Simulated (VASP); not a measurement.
# P3C (C2/m) in VASP: a series of runs

Runs on P3C. Level: PBE. Tasks: relaxation of cell and atoms, single point.

Program: VASP 6.6.1. These are calculated values, not measurements. Logs are shortened: lines on timing, memory, paths and dates and some standing lists are left out, and cuts for length are marked.

### Step 1. The cell of the first run

The structure is monoclinic, space group C2/m (No. 12). The conventional cell has a = 10.800 Å, b = 6.300 Å, c = 4.470 Å, α = 90.00°, β = 113.70°, γ = 90.00°. Within 2.9 Å of P (site symmetry m) lie 3 P at 2.17 Å. Within 2.7 Å of P (site symmetry 1) lie 1 C at 2.06 Å and 2 P at 2.17 Å. Within 1.8 Å of C (site symmetry m) lie 1 C at 1.38 Å.

### Step 2. Relaxation of cell and atoms, PBE

INCAR

```
SYSTEM = P3C
  PREC = Accurate
  ENCUT = 600
  EDIFF = 1E-7
  ISMEAR = 0
  SIGMA = 0.2
  LREAL = .False.
  LASPH = .True.
  NELM = 100
  ALGO = Normal
  ISIF = 3
  LWAVE = .False.
  LCHARG = .False.
  GGA = PE
  IBRION = 2
  NSW = 36
  EDIFFG = -0.08
```

KPOINTS

```
regular mesh
0
Gamma
  3 3 4
  0 0 0
```

POSCAR

```
P3C
1.0
    5.4000000000     -3.1500000000      0.0000000000
    5.4000000000      3.1500000000      0.0000000000
   -1.7967065600      0.0000000000      4.0930117900
P C
6 2
Direct
    0.6080000000      0.6080000000      0.1470000000
    0.3920000000      0.3920000000      0.8530000000
    0.6080000000      0.1080000000      0.1470000000
    0.1080000000      0.6080000000      0.1470000000
    0.3920000000      0.8920000000      0.8530000000
    0.8920000000      0.3920000000      0.8530000000
    0.0680000000      0.0680000000      0.0300000000
    0.9320000000      0.9320000000      0.9700000000
```

Potentials or basis: VASP PAW PBE potentials, release 64 (P, C).

Run with:

```bash
$ cat potpaw_PBE.64/P/POTCAR potpaw_PBE.64/C/POTCAR > POTCAR
$ mpirun -np 1 vasp_std > vasp.out
```

OUTCAR:

```text
SYSTEM = P3C
   PREC = Accurate
   ENCUT = 600
   EDIFF = 1E-7
   ISMEAR = 0
   LREAL = .False.
   LASPH = .True.
   NELM = 100
   ISIF = 3
   GGA = PE
   IBRION = 2
   NSW = 36
   EDIFFG = -0.08

 ion  position               nearest neighbor table
   1  0.608  0.608  0.147-   2 2.17   5 2.17   6 2.17
   2  0.392  0.392  0.853-   1 2.17   3 2.17   4 2.17
   3  0.608  0.108  0.147-   8 2.06   5 2.17   2 2.17
   4  0.108  0.608  0.147-   8 2.06   6 2.17   2 2.17
   5  0.392  0.892  0.853-   7 2.06   3 2.17   1 2.17
   6  0.892  0.392  0.853-   7 2.06   4 2.17   1 2.17
   7  0.068  0.068  0.030-   8 1.38   6 2.06   5 2.06
   8  0.932  0.932  0.970-   7 1.38   4 2.06   3 2.06

  LATTYP: Found a base centered monoclinic cell.
 ALAT       =    10.8000000000
 B/A-ratio  =     0.5833333333
 C/A-ratio  =     0.4138888886
 COS(beta)  =    -0.4019477765

  Lattice vectors:

 A1 = (   5.4000000000,  -3.1500000000,   0.0000000000)
 A2 = (   5.4000000000,   3.1500000000,   0.0000000000)
 A3 = (  -1.7967065600,   0.0000000000,   4.0930117900)

Analysis of symmetry for initial positions (statically):
=====================================================================
 Subroutine PRICEL returns:
 Original cell was already a primitive cell.

 Routine SETGRP: Setting up the symmetry group for a
 base centered monoclinic supercell.

 Subroutine GETGRP returns: Found  4 space group operations
 (whereof  4 operations were pure point group operations)
 out of a pool of  4 trial point group operations.

The static configuration has the point symmetry C_2h.

Analysis of symmetry for dynamics (positions and initial velocities):
=====================================================================
 Subroutine PRICEL returns:
 Original cell was already a primitive cell.

 Routine SETGRP: Setting up the symmetry group for a
 base centered monoclinic supercell.

 Subroutine GETGRP returns: Found  4 space group operations
 (whereof  4 operations were pure point group operations)
 out of a pool of  4 trial point group operations.

The dynamic configuration has the point symmetry C_2h.

 Subroutine INISYM returns: Found  4 space group operations
 (whereof  4 operations are pure point group operations),
 and found     1 'primitive' translations

----------------------------------------------------------------------------------------

                                     Primitive cell

[... 105 lines left out ...]
   EFERMI =   0.00;   METHOD = LEGACY
   ISMEAR =     0;   SIGMA  =   0.20  broadening in eV -4-tet -1-fermi 0-gaus
   EFERMI_NEDOS =   21; number of points for ismear=-14 and -15
   IALGO  =     38    algorithm
   IMIX   =      4    mixing-type and parameters
     AMIX     =   0.40;   BMIX     =  1.00
     AMIX_MAG =   1.60;   BMIX_MAG =  1.00
  volume/ion in A,a.u.               =      17.41       117.46
  Fermi-wavevector in a.u.,A,eV,Ry     =   1.061884  2.006669 15.341887  1.127597
  Thomas-Fermi vector in A             =   2.197315
   LORBIT       =      0    0 simple, 1 ext, 2 COOP (PROOUT), +10 PAW based schemes
   GGA     = PE    functional components
   LHFCALC =     F    Hartree Fock is set to
   AEXX    =    0.0000 exact exchange contribution
   IVDW    =     0    specifies the selected vdW correction
   LEPSILON=     F    determine dielectric tensor
   LRPA    =     F    only Hartree local field effects (RPA)
 conjugate gradient relaxation of ions
 non-spin polarized calculation
 Gauss-broadening in eV      SIGMA  =   0.20
  energy-cutoff  :      600.00
  volume of cell :      139.24
 maximum number of plane-waves:      4670
 NGX is ok and might be reduce to    50
   NGX = 25   NGY = 25   NGZ = 17

--------------------------------------- Ionic step        1  -------------------------------------------

 number of electron      38.0000000 magnetization

 Free energy of the ion-electron system (eV)
  ---------------------------------------------------
  ext. energy  EPLUGINS =         0.00000000
  ---------------------------------------------------
  free energy    TOTEN  =       -46.56490195 eV

  energy without entropy =      -46.54857814  energy(sigma->0) =      -46.55674004

------------------------ aborting loop because EDIFF is reached ----------------------------------------

  FORCE on cell =-STRESS in cart. coord.  units (eV):
  Direction    XX          YY          ZZ          XY          YZ          ZX
  --------------------------------------------------------------------------------------
  -------------------------------------------------------------------------------------
  Total       -0.0057274     -1.3201911      1.8009711      0.0000000      0.0000000      3.7942689
  in kB       -0.0659013    -15.1904301     20.7223981      0.0000000      0.0000000     43.6577538
  external PRESSURE =       1.8220222 kB  Pullay stress =       0.0000000 kB
[... 107 lines left out ...]
  FREE ENERGIE OF THE ION-ELECTRON SYSTEM (eV)
  ---------------------------------------------------
  free  energy   TOTEN  =       -47.2938231935 eV

  energy  without entropy=      -47.2790668957  energy(sigma->0) =      -47.28644504

 E-fermi :   4.6959     XC(G=0):  -9.0561

 val. band max:        4.3452888567   @ k =  -0.3333   0.3333   0.5000
 cond. band min:       5.0504933408   @ k =   0.3333   0.3333   0.0000
 fundamental gap:      0.7052044841
 Fermi energy:         4.6959203616

 k-point     1 :       0.0000    0.0000    0.0000
  band No.  band energies     occupation
      1     -11.7109      2.00000
      2      -9.0515      2.00000
      3      -8.0174      2.00000
      4      -7.1371      2.00000
      5      -6.1586      2.00000
      6      -5.9054      2.00000
[... 367 lines left out ...]
     23       7.7890      0.00000
     24       8.2825      0.00000

[... ionic steps 4 to 27 ...]

--------------------------------------- Ionic step       28  -------------------------------------------

 number of electron      37.9999996 magnetization

------------------------ aborting loop because EDIFF is reached ----------------------------------------
[... 79 lines left out ...]
--------------------------------------- Ionic step       30  -------------------------------------------

 number of electron      38.0000001 magnetization

 Free energy of the ion-electron system (eV)
  ---------------------------------------------------
  ext. energy  EPLUGINS =         0.00000000
  ---------------------------------------------------
  free energy    TOTEN  =       -47.71419108 eV

  energy without entropy =      -47.71416727  energy(sigma->0) =      -47.71417917

 E-fermi :   3.5813     XC(G=0):  -8.3425

 val. band max:        3.0579806093   @ k =  -0.3333   0.3333   0.5000
 cond. band min:       4.0604963236   @ k =   0.0000   0.0000   0.0000
 fundamental gap:      1.0025157142
 Fermi energy:         3.5812815000

 k-point     1 :       0.0000    0.0000    0.0000
  band No.  band energies     occupation
      1     -12.8432      2.00000
      2     -10.0838      2.00000
      3      -9.2002      2.00000
      4      -8.1648      2.00000
      5      -7.2540      2.00000
      6      -6.9900      2.00000
[... 402 lines left out ...]
  FREE ENERGIE OF THE ION-ELECTRON SYSTEM (eV)
  ---------------------------------------------------
  free  energy   TOTEN  =       -47.7141910824 eV

  energy  without entropy=      -47.7141672654  energy(sigma->0) =      -47.71417917

 reached required accuracy - stopping structural energy minimisation
```

Run time: 29 min. Hardware: 1 thread of Intel Xeon Platinum 8259CL at 2.50GHz (Skylake/Cascade Lake), shared host; peak memory 0.3 GiB.

Results:

* Free energy: -47.7142 eV
* Relaxed volume: 21.40 Å³/atom
* Relaxed cell: a = 6.144 Å, b = 6.144 Å, c = 5.486 Å, α = 104.98°, β = 104.98°, γ = 59.99°
* Space group after relaxing (to 0.1 Å): C2/m (No. 12)
* Energy gained by relaxing: 143.7 meV/atom
* Ionic steps: 30
* Pressure after relaxing: 0.0 GPa
* Largest force after relaxing: 0.068 eV/Å
* Band gap on the k mesh: 1.00 eV (least direct gap 1.04 eV)

Forces in eV/Å, atoms in the order of the input:
```
P   -0.009  0.000  0.017
P    0.009  0.000 -0.017
P   -0.001  0.068  0.003
P   -0.001 -0.068  0.003
P    0.001 -0.068 -0.003
P    0.001  0.068 -0.003
C   -0.024  0.000  0.002
C    0.024  0.000 -0.002
```

Stress tensor (GPa, compression positive):
```
-0.02  0.00 -0.02
 0.00  0.23  0.00
-0.02  0.00 -0.06
```

Step by step:
```
step  energy change (eV)  largest force (eV/Å)  pressure (GPa)  volume (Å³)
   1              0.0000                2.5246            0.18       139.24
   2             -0.7205                2.1322           -2.31       139.56
   3             -0.7289                2.0010           -2.30       139.54
   4             -0.7809                1.9199            5.03       134.77
   5             -0.9142                0.5026            1.38       136.91
   6             -0.9683                0.2690            0.08       139.03
   7             -0.9692                0.2496            0.21       138.79
   8             -0.9900                0.1381            0.18       139.70
   9             -1.0010                0.3276            0.14       141.00
  10             -1.0145                0.1173           -0.02       141.89
  11             -1.0173                0.4212           -0.13       142.56
  12             -1.0273                0.2477            0.25       143.06
  13             -1.0321                0.2186            0.76       143.71
  14             -1.0424                0.2102            0.62       144.88
  15             -1.0642                0.2521            0.25       148.40
  16             -1.0634                0.3599           -0.24       155.45
  17             -1.0710                0.3013           -0.01       152.09
  18             -1.0834                0.2307           -0.13       153.68
  19             -1.0936                0.3781           -0.33       157.62
  20             -1.1036                0.3518            0.24       159.25
  21             -1.1044                0.3434            0.43       159.79
  22             -1.1164                0.1744            0.36       161.57
  23             -1.1209                0.2410            0.31       163.40
  24             -1.1306                0.2065            0.06       165.60
  25             -1.1359                0.3161           -0.28       168.87
  26             -1.1417                0.0957           -0.46       170.62
  27             -1.1418                0.1216           -0.48       170.79
  28             -1.1461                0.1132           -0.02       170.80
  29             -1.1466                0.1205            0.17       170.80
  30             -1.1493                0.0680            0.05       171.18
```

Final structure:
```xyz
8
Lattice="5.3206 -3.0719 0.0856 5.3206 3.0719 0.0856 -1.7208 0.0000 5.2090" Properties=species:S:1:pos:R:3 pbc="T T T"
P     6.1763    0.0000    0.7656
P     2.7442    0.0000    4.6146
P     3.6176   -1.5658    0.6965
P     3.6176    1.5658    0.6965
P     5.3028    1.5658    4.6837
P     5.3028   -1.5658    4.6837
C    -1.0274    0.0000    5.0992
C     9.9478    0.0000    0.2810
```

Levels at points of the mesh, in eV from the valence-band top:
```csv
k point,band 15,band 16,band 17,band 18,band 19,band 20,band 21,band 22,band 23,band 24
"(0.00, 0.00, 0.00)",-2.26,-2.20,-1.34,-0.41,-0.04,1.00,1.54,2.17,2.40,3.09
"(0.00, 0.00, 0.50)",-1.98,-1.67,-1.37,-0.36,-0.21,1.55,1.69,2.38,2.56,2.80
```

Caveat: the volume moved by over 15 % at a fixed basis, so the end points are rough; this functional lacks dispersion, which binds layers or chains, so the pressure and a relaxed spacing across them are unreliable; the relaxation stopped at a loose force limit of 0.08 eV/Å, so its end isn't a converged minimum. A k mesh can miss the band edges.

### Step 3. Single point, PBE

This run uses another cell than the first one, of 22.86 Å³/atom.

INCAR

```
PREC = Accurate
ENCUT = 520
EDIFF = 1E-6
ISMEAR = 0
SIGMA = 0.02
LREAL = False
LASPH = True
NELM = 100
ALGO = Normal
ISIF = 2
LWAVE = False
LCHARG = False
GGA = PE
NBANDS = 29
```

KPOINTS

```
regular mesh
0
Gamma
  6 6 6
```

POSCAR

```
P3C
1.0
    5.3060705952     -3.0685376811     -0.0169197339
    5.3060705952      3.0685376811     -0.0169197339
   -1.6892944820      0.0000000000      5.6222381869
P C
6 2
Direct
    0.6001048986      0.6001048986      0.1236301523
    0.3998951014      0.3998951014      0.8763698477
    0.6115673271      0.1071489807      0.1125186955
    0.1071489807      0.6115673271      0.1125186955
    0.3884326729      0.8928510193      0.8874813045
    0.8928510193      0.3884326729      0.8874813045
    0.0614211691      0.0614211691      0.9783907234
    0.9385788309      0.9385788309      0.0216092766
```

Potentials or basis: VASP PAW PBE potentials, release 64 (P, C).

Run with:

```bash
$ cat potpaw_PBE.64/P/POTCAR potpaw_PBE.64/C/POTCAR > POTCAR
$ mpirun -np 1 vasp_std > vasp.out
```

OUTCAR:

```text
PREC = Accurate
   ENCUT = 520
   EDIFF = 1E-6
   ISMEAR = 0
   LREAL = False
   LASPH = True
   NELM = 100
   ISIF = 2
   GGA = PE

 ion  position               nearest neighbor table
   1  0.600  0.600  0.124-   2 2.20   5 2.20   6 2.20
   2  0.400  0.400  0.876-   1 2.20   3 2.20   4 2.20
   3  0.612  0.107  0.113-   8 1.89   2 2.20   5 2.31
   4  0.107  0.612  0.113-   8 1.89   2 2.20   6 2.31
[... 986 lines left out ...]
  -------------------------------------------------------------------------------------
  Total       -0.2100039     -0.2950243     -0.3110795      0.0000000      0.0000000     -0.0035117
  in kB       -1.8395455     -2.5842885     -2.7249254      0.0000000      0.0000000     -0.0307613
  external PRESSURE =      -2.3829198 kB  Pullay stress =       0.0000000 kB

 VOLUME and BASIS-vectors are now :
 -----------------------------------------------------------------------------
  energy-cutoff  :      520.00
  volume of cell :      182.91
      direct lattice vectors                 reciprocal lattice vectors
     5.306070595 -3.068537681 -0.016919734     0.094322061 -0.162944064  0.028340624
     5.306070595  3.068537681 -0.016919734     0.094322061  0.162944064  0.028340624
    -1.689294482  0.000000000  5.622238187     0.000567711  0.000000000  0.178035686

 POSITION                                       TOTAL-FORCE (eV/Angst)
 -----------------------------------------------------------------------------------
      6.15955      0.00000      0.67477        -0.001073      0.000000     -0.105810
      2.76330      0.00000      4.91363         0.001073      0.000000      0.105810
      3.62348     -1.54783      0.62045         0.004908      0.014556     -0.064257
      3.62348      1.54783      0.62045         0.004908     -0.014556     -0.064257
      5.29936      1.54783      4.96795        -0.004908     -0.014556      0.064257
      5.29936     -1.54783      4.96795        -0.004908      0.014556      0.064257
     -1.00098      0.00000      5.49867         0.072498      0.000000     -0.027409
      9.92383      0.00000      0.08973        -0.072498      0.000000      0.027409
 -----------------------------------------------------------------------------------
    total drift:                               -0.000000     -0.000000     -0.000000

  FREE ENERGIE OF THE ION-ELECTRON SYSTEM (eV)
  ---------------------------------------------------
  free  energy   TOTEN  =       -47.8264784631 eV

  energy  without entropy=      -47.8264784631  energy(sigma->0) =      -47.82647846
```

Run time: 6.6 min. Hardware: 1 thread of Intel Xeon Platinum 8259CL at 2.50GHz (Skylake/Cascade Lake), shared host; peak memory 0.48 GiB.

Results:

- Free energy: -47.8265 eV
- Pressure: -0.2 GPa
- Largest force: 0.106 eV/Å
- Band gap on the k mesh: 1.02 eV (least direct gap 1.09 eV)

Forces on the atoms (eV/Å):
```
P   -0.001  0.000 -0.106
P    0.001  0.000  0.106
P    0.005  0.015 -0.064
P    0.005 -0.015 -0.064
P   -0.005 -0.015  0.064
P   -0.005  0.015  0.064
C    0.072  0.000 -0.027
C   -0.072  0.000  0.027
```

Stress tensor (GPa, compression positive):
```
-0.18  0.00  0.00
 0.00 -0.26  0.00
 0.00  0.00 -0.27
```

Caveat: this functional lacks dispersion, which binds layers or chains, so the pressure and a relaxed spacing across them are unreliable.
